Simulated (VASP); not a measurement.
Runs of VASP 6.6.1 on WC. The structure is that of space group Fm-3m (No. 225), or close to it. The cells are those of the table. 

```tsv
task	level	potentials or basis	cell	cutoff (eV)	gap on the mesh (eV)	pressure (GPa)	relaxed volume (Å³/atom)
relaxation of cell and atoms	BLYP+D3(BJ)	VASP PAW PBE potentials, release 64 (W_sv, C)	relaxed from a = 3.101 Å, angles 60.0°, 2 atoms	600	-	0.0	(b)
relaxation of cell and atoms	LDA	VASP PAW LDA potentials, release 64 (W_sv, C)	relaxed from a = 3.101 Å, angles 60.0°, 2 atoms	600	-	0.0	10.16
single point	PBEsol+D3(BJ)	VASP PAW PBE potentials, release 64 (W_sv, C)	a = 3.054 Å, angles 60.0°, 2 atoms	520	none	1.2	-
single point	LDA	VASP PAW LDA potentials, release 64 (W_sv, C)	a = 3.057 Å, angles 60.0°, 2 atoms	520	none	2.4	-
relaxation of cell and atoms	PBEsol+D3(BJ)	VASP PAW PBE potentials, release 64 (W_sv, C)	relaxed from a = 3.101 Å, angles 60.0°, 2 atoms	600	-	0.0	(a)
single point	BLYP+D3(BJ)	VASP PAW PBE potentials, release 64 (W_sv, C)	a = 3.086 Å, angles 60.0°, 2 atoms	520	none	2.3	-
```

Alike in all rows: no spin polarisation; k mesh 11 × 11 × 11; smearing gaussian 0.1 eV.

Problem. Estimate the missing entries.

Solution. (a) 10.10; (b) 10.46.

Caveats: spin-orbit coupling is left out, which moves the levels of the heavy elements; the PAW data sets were made with another functional, which shifts forces and pressure a little (at least some runs); the highest band is partly filled, so the run has too few bands (at least some runs).

A k mesh can miss the band edges, and the runs leave out spin-orbit coupling on W.

A gap of «none» marks levels without a gap at the run's occupations.
